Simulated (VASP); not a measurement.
Wanted: the native input for a VASP 6.6.1 run.

| Quantity | Value |
| --- | --- |
| Task | single point |
| Functional | PBE |
| Potentials or basis | VASP PAW PBE potentials, release 64 (Li_sv, Al, Mo_sv) |
| Cutoff | 520 eV |
| k mesh | 6 × 6 × 1 |
| Occupations | gaussian, width 0.1 eV |
| Spin | no spin polarisation |
| Dipole correction | no |
| Further INCAR settings | ALGO = Normal; EDIFF = 1e-06; NBANDS = 25 |

The structure of Li3Al3Mo lies in POSCAR:

```
Li3Al3Mo
1.0
    2.8661385331      0.0000000000      0.0000000000
   -1.4330692665      2.4821487804      0.0000000000
    0.0000000000      0.0000000000     16.2185485532
Li Al Mo
3 3 1
Direct
    0.3333333333      0.6666666667      0.1383680894
    0.6666666667      0.3333333333      0.3035998462
    0.3333333333      0.6666666667      0.8614726988
    0.0000000000      0.0000000000      0.0041951565
    0.3333333333      0.6666666667      0.5838391245
    0.6666666667      0.3333333333      0.7236727479
    0.0000000000      0.0000000000      0.4509255268
```

The cell was generated, and may not be a known phase.

The input as run:

INCAR

```
ALGO = Normal ; EDIFF = 1E-6
ENCUT = 520 ; GGA = PE
ISIF = 2 ; ISMEAR = 0
LASPH = True ; LCHARG = False
LREAL = False ; LWAVE = False
NBANDS = 25 ; NELM = 100
PREC = Accurate ; SIGMA = 0.1
```

KPOINTS

```
k-points
0
Gamma
  6 6 1
```

Potentials or basis: VASP PAW PBE potentials, release 64 (Li_sv, Al, Mo_sv).

Launch:

```console
$ cat potpaw_PBE.64/Li_sv/POTCAR potpaw_PBE.64/Al/POTCAR potpaw_PBE.64/Mo_sv/POTCAR > POTCAR
$ mpirun -np 1 vasp_std > vasp.out
```

It gave:

```yaml
Largest_force: 0.025 eV/Å
Band_gap_on_the_k_mesh: zero (bands 16 and 17 overlap by 1.08 eV)
```

Caveat: the k points lie up to 0.42 Å⁻¹ apart, too coarse for converged energies and pressures of a metal.

Wall time 24 s on 1 thread of Intel(R) Xeon(R) Platinum 8488C (Sapphire Rapids) (shared host), peak memory 0.24 GiB.
